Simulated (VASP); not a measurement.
Input of a VASP 6.6.1 run:

File INCAR:

```
SYSTEM = Ge
PREC = Accurate ; ENCUT = 520
EDIFF = 1E-6 ; ISMEAR = -1
SIGMA = 0.05 ; LREAL = .False.
LASPH = .True. ; NELM = 60
ALGO = Normal ; ISIF = 2
LWAVE = .False. ; LCHARG = .False.
GGA = CA ; NBANDS = 21
```

The input KPOINTS:

```
regular mesh
0
Gamma
  13 13 13
  0 0 0
```

Contents of POSCAR:

```
Ge
1.0
    0.0000000000      2.4350324157      2.4350324157
    2.4350324157      0.0000000000      2.4350324157
    2.4350324157      2.4350324157      0.0000000000
Ge
2
Direct
   -0.1250000000     -0.1250000000     -0.1250000000
    0.1250000000      0.1250000000      0.1250000000
```

Potentials or basis: VASP PAW LDA potentials, release 64 (Ge_d).

The run is started by

```bash
$ cat potpaw_LDA.64/Ge_d/POTCAR > POTCAR
$ mpirun -np 1 vasp_std > vasp.out
```

Task: Estimate the pressure.

Result: 84.4 GPa.

Task: Predict the band gap on the k mesh.

Result: Zero (band 14 reaches 10.39 eV, above the bottom of band 15 at 9.97 eV).
